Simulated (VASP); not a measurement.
Wanted: the native input for a VASP 6.6.1 run.

* Task: relaxation of cell and atoms
* Functional: PBE
* Potentials or basis: VASP PAW PBE potentials, release 64 (Li_sv)
* Cutoff: 600 eV
* k mesh: 8 × 8 × 6
* Occupations: gaussian, width 0.1 eV
* Spin: no spin polarisation
* Dipole correction: no
* Further INCAR settings: ALGO = Normal; EDIFF = 1e-06; IBRION = 2; EDIFFG = -0.04; NSW = 90; ISIF = 3

The structure of Li lies in POSCAR:

```
Li
1.0
    1.3539214700     -2.9786783000      0.0000000000
    1.3539214700      2.9786783000      0.0000000000
    0.0000000000      0.0000000000      2.6606900500
Li
1
Direct
    0.0000000000      0.0000000000      0.0000000000
```

The cell was built from a structure type or drawn by symmetry, and may not be a known phase.

These files were run (other wordings do the same):

INCAR

```
PREC = Accurate
ENCUT = 600
EDIFF = 1E-6
ISMEAR = 0
SIGMA = 0.1
LREAL = F
LASPH = T
NELM = 60
ALGO = Normal
ISIF = 3
LWAVE = F
LCHARG = F
GGA = PE
IBRION = 2
NSW = 90
EDIFFG = -0.04
```

KPOINTS

```
Automatic mesh
0
Gamma
  8 8 6
```

Potentials or basis: VASP PAW PBE potentials, release 64 (Li_sv).

Launch:

```sh
$ cat potpaw_PBE.64/Li_sv/POTCAR > POTCAR
$ mpirun -np 1 vasp_std > vasp.out
```

It gave:

The relaxed volume is 20.27 Å³/atom, the relaxed cell is a = 2.980 Å, b = 2.980 Å, c = 2.700 Å, α = 90.00°, β = 90.00°, γ = 122.27° and the space group after relaxing (to 0.1 Å) is Cmmm (No. 65). The energy gained by relaxing is 56.4 meV/atom. The ionic steps are 7 and the pressure after relaxing is -0.1 GPa. The band gap on the k mesh is zero (an odd number of electrons rules out a gap without spin polarisation).

Caveat: the k points lie up to 0.39 Å⁻¹ apart in the final cell, too coarse for converged energies and pressures of a metal; the cutoff is under 1.25 times the usual one of these potentials, so pressure, stress and relaxed cells hold a basis-set (Pulay) error.

Wall time 56 s on 1 thread of AMD EPYC 7R13 (shared host), peak memory 0.11 GiB.
